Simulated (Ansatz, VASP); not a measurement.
## C in VASP and in Ansatz

The input INCAR:

```
SYSTEM = C
PREC = Accurate ; ENCUT = 520
EDIFF = 1E-6 ; ISMEAR = -1
SIGMA = 0.03 ; LREAL = .FALSE.
LASPH = .TRUE. ; NELM = 100
ALGO = Normal ; ISIF = 2
LWAVE = .FALSE. ; LCHARG = .FALSE.
GGA = PE ; NBANDS = 11
```

File KPOINTS:

```
Automatic mesh
0
G
  17 17 17
  0 0 0
```

POSCAR

```
C
1.0
    1.2072083189      0.6969820478      3.2902708808
   -1.2072083189      0.6969820478      3.2902708808
    0.0000000000     -1.3939640957      3.2902708808
C
2
Direct
    0.1640000000      0.1640000000      0.1640000000
    0.8360000000      0.8360000000      0.8360000000
```

Input for Ansatz:

```yaml
crystal:
  lattice:
    - [1.2072083189, 0.6969820478, 3.2902708808]
    - [-1.2072083189, 0.6969820478, 3.2902708808]
    - [0.0, -1.3939640957, 3.2902708808]
  atoms:
    - { symbol: C, position: [0.164, 0.164, 0.164] }
    - { symbol: C, position: [0.836, 0.836, 0.836] }
kpoints:
  mp_grid: { grid: [17, 17, 17] }
scf:
  occupations: { method: fermi_dirac, width: 0.03 }
hamiltonian:
  xc: pbe
  pseudopotentials: { kind: all_electron, lapw: { basis_error: 0.0005 } }
output:
  forces: true
  stress: true
  eigenvalues: true
```

Change from the starting cell: volume scaled by 0.95.

Alike in both runs: task single point; functional PBE; k mesh 17 × 17 × 17; occupations fermi-dirac, width 0.03 eV; no spin polarisation.

|  | VASP | Ansatz |
| --- | --- | --- |
| version | VASP 6.6.1 | Ansatz 0.2.0 |
| potentials or method | VASP PAW PBE potentials, release 64 (C), cutoff 520 eV | all-electron LAPW, scalar-relativistic |

```tsv
	VASP	Ansatz	Ansatz less VASP
pressure (GPa)	21.1	20.5	-0.56
traceless stress, the component that is largest in VASP (GPa)	-17.26	-16.59	+0.667
rms of the force components (eV/Å)	0.485	0.488	+0.0027
```

Atom by atom the forces differ by 0.003 eV/Å (rms over components). Ansatz ran all-electron here, and VASP with PAW potentials.
